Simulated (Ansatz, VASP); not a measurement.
Two plane-wave programs on CdS

File POSCAR:

```
CdS
1.0
    0.0000000000      2.7532440000      2.7532440000
    2.7532440000      0.0000000000      2.7532440000
    2.7532440000      2.7532440000      0.0000000000
Cd S
1 1
Direct
    0.0000000000      0.0000000000      0.0000000000
    0.5000000000      0.5000000000      0.5000000000
```

INCAR.step1

```
  ALGO = Normal
  EDIFF = 1E-5
  ENCUT = 600
  GGA = PE
  ISMEAR = -1
  LASPH = T
  LCHARG = F
  LREAL = F
  LWAVE = T
  NBANDS = 16
  NELM = 80
  PREC = Accurate
  SIGMA = 0.05
```

INCAR.step2

```
  AEXX = 0.25
  ALGO = Normal
  EDIFF = 1E-6
  EDIFFG = -0.01
  ENCUT = 600
  GGA = PE
  IBRION = 2
  ISIF = 3
  ISMEAR = -1
  ISTART = 1
  LASPH = T
  LCHARG = F
  LHFCALC = T
  LREAL = F
  LWAVE = F
  NELM = 80
  NSW = 60
  PREC = Accurate
  PRECFOCK = Normal
  SIGMA = 0.05
```

KPOINTS

```
k-points
0
Gamma
  4 4 4
```

Contents of input:

```
crystal:
  lattice:
    - [0.0, 2.753244, 2.753244]
    - [2.753244, 0.0, 2.753244]
    - [2.753244, 2.753244, 0.0]
  atoms:
    - { symbol: Cd, position: [0.0, 0.0, 0.0] }
    - { symbol: S, position: [0.5, 0.5, 0.5] }
hamiltonian:
  xc: pbe0
  pseudopotentials: { kind: paw }
kpoints:
  mp_grid: { grid: [4, 4, 4] }
scf:
  occupations: { method: fermi_dirac, width: 0.05 }
output:
  forces: true
  stress: true
  eigenvalues: true
  write_density: true
  write_potential: true
  elf: true
  volumetric_format: npy
relax:
  f_tol: 0.01
  max_steps: 40
  cell: { stress_tol: 0.05 }
```

Alike in both runs: task relaxation of cell and atoms; functional PBE0; k mesh 4 × 4 × 4; occupations fermi-dirac, width 0.05 eV; no spin polarisation.

```csv
,VASP,Ansatz
version,VASP 6.6.1,Ansatz 0.2.0
potentials or method,"VASP PAW PBE potentials, release 64 (Cd, S)",Ansatz PAW
plane-wave cutoff (eV),600,420
valence electrons in the cell,18,26
```

|  | VASP | Ansatz | Ansatz less VASP |
| --- | --- | --- | --- |
| gap on the k mesh at the Fermi level, each at its own relaxed structure (eV) | 1.95 | 1.93 | -0.029 |
| relaxed volume (Å³/atom) | 20.39 | 20.33 | -0.059 |
| relaxed length of the cell vector where the two differ most in proportion (Å) | 3.863 | 3.860 | -0.0037 |

VASP's potentials hold 18 valence electrons a cell and Ansatz's 26, so a difference there can come from the potentials and not from the codes.

The k mesh is coarse, so the values compare programs but aren't converged. Noted on Ansatz's run: the plane-wave basis is chosen anew once the cell has moved, so the energies of steps on either side of that aren't comparable.
